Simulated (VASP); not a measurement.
Write the native input for VASP 6.6.1 that does the following.

- Task: single point
- Functional: LDA
- Potentials or basis: VASP PAW LDA potentials, release 64 (Sb)
- Cutoff: 520 eV
- k mesh: 12 × 12 × 12
- Occupations: fermi-dirac, width 0.05 eV
- Spin: no spin polarisation
- Dipole correction: no
- Further INCAR settings: ALGO = Normal; EDIFF = 1e-06; NBANDS = 8

The structure of Sb lies in POSCAR:

```
Sb
1.0
   -1.5552329741      1.5552329741      2.6752861216
    1.5552329741     -1.5552329741      2.6752861216
    1.5552329741      1.5552329741     -2.6752861216
Sb
1
Direct
    0.0000000000      0.0000000000      0.0000000000
```

This cell differs from its parent crystal: volume scaled by 0.96.

One way to write it, as run:

INCAR

```
SYSTEM = Sb
PREC     = Accurate       ! precision mode
ENCUT    = 520            ! plane-wave cutoff, eV
EDIFF    = 1E-6           ! SCF threshold, eV
ISMEAR   = -1             ! smearing method
SIGMA    = 0.05           ! smearing width, eV
LREAL    = .False.        ! projectors in reciprocal space
LASPH    = .True.         ! aspherical terms in the spheres
NELM     = 60             ! most SCF steps
ALGO     = Normal         ! electronic algorithm
ISIF     = 2              ! what is computed and relaxed
LWAVE    = .False.        ! write WAVECAR
LCHARG   = .True.         ! write CHGCAR
GGA      = CA             ! functional
LELF     = .True.         ! ELF
LVHAR    = .True.       
NBANDS   = 8              ! bands
```

KPOINTS

```
Automatic mesh
0
Gamma
  12 12 12
  0 0 0
```

Potentials or basis: VASP PAW LDA potentials, release 64 (Sb).

Command:

```console
$ cat potpaw_LDA.64/Sb/POTCAR > POTCAR
$ mpirun -np 1 vasp_std > vasp.out
```

Results of the run:

```yaml
Pressure: 0.4 GPa
```

Run time: 24 s on 1 thread of Intel(R) Xeon(R) Platinum 8488C (Sapphire Rapids) (shared host), peak memory 0.16 GiB.
